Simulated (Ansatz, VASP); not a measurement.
Cd4InO in VASP and in Ansatz

File INCAR:

```
SYSTEM = Cd4InO
ALGO     = Normal         ! electronic algorithm
EDIFF    = 1E-6           ! SCF threshold, eV
ENCUT    = 520            ! plane-wave cutoff, eV
GGA      = PE             ! functional
ISIF     = 2              ! what is computed and relaxed
ISMEAR   = 0              ! smearing method
LASPH    = .True.         ! aspherical terms in the spheres
LCHARG   = .False.        ! write CHGCAR
LREAL    = .False.        ! projectors in reciprocal space
LWAVE    = .False.        ! write WAVECAR
NBANDS   = 42             ! bands
NELM     = 80             ! most SCF steps
PREC     = Accurate       ! precision mode
SIGMA    = 0.1            ! smearing width, eV
```

Contents of KPOINTS:

```
k-points
0
Gamma
  4 4 4
  0 0 0
```

Contents of POSCAR:

```
Cd4InO
1.0
    0.0000000000      4.1348660400      4.1348660400
    4.1348660400      0.0000000000      4.1348660400
    4.1348660400      4.1348660400      0.0000000000
Cd In O
4 1 1
Direct
    0.2101351000      0.5966216300      0.5966216300
    0.5966216300      0.5966216300      0.5966216300
    0.5966216300      0.2101351000      0.5966216300
    0.5966216300      0.5966216300      0.2101351000
    0.0000000000      0.0000000000      0.0000000000
    0.5000000000      0.5000000000      0.5000000000
```

Input for Ansatz:

```yaml
crystal:
  lattice:
    - [0.0, 4.13486604, 4.13486604]
    - [4.13486604, 0.0, 4.13486604]
    - [4.13486604, 4.13486604, 0.0]
  atoms:
    - { symbol: Cd, position: [0.2101351, 0.59662163, 0.59662163] }
    - { symbol: Cd, position: [0.59662163, 0.59662163, 0.59662163] }
    - { symbol: Cd, position: [0.59662163, 0.2101351, 0.59662163] }
    - { symbol: Cd, position: [0.59662163, 0.59662163, 0.2101351] }
    - { symbol: In, position: [0.0, 0.0, 0.0] }
    - { symbol: O, position: [0.5, 0.5, 0.5] }
basis:
  ecutwfc: 420
kpoints:
  mp_grid: { grid: [4, 4, 4] }
hamiltonian:
  xc: pbe
scf:
  occupations: { method: gaussian, width: 0.1 }
  lower_state_search: "off"
output:
  forces: true
  stress: true
  eigenvalues: true
```

Change from the starting cell: species swapped into the CsBH4 type (F-43m, No. 216).

Alike in both runs: task single point; functional PBE; k mesh 4 × 4 × 4; occupations gaussian, width 0.1 eV; no spin polarisation.

|  | VASP | Ansatz |
| --- | --- | --- |
| version | VASP 6.6.1 | Ansatz 0.2.0 |
| potentials or method | VASP PAW PBE potentials, release 64 (Cd, In_d, O), cutoff 520 eV | scalar-relativistic, plane waves, PAW |
| valence electrons in the cell | 67 | 99 |

```tsv
	VASP	Ansatz	Ansatz less VASP
gap on the k mesh at the Fermi level (eV)	none	none	-
rms of the force components (eV/Å)	38.526	35.296	-3.2310
```

Atom by atom the forces differ by 3.231 eV/Å (rms over components). A gap of «none» marks a metal or a gap that the smearing closes. VASP's potentials hold 67 valence electrons a cell and Ansatz's 99, so a difference there can come from the potentials and not from the codes.
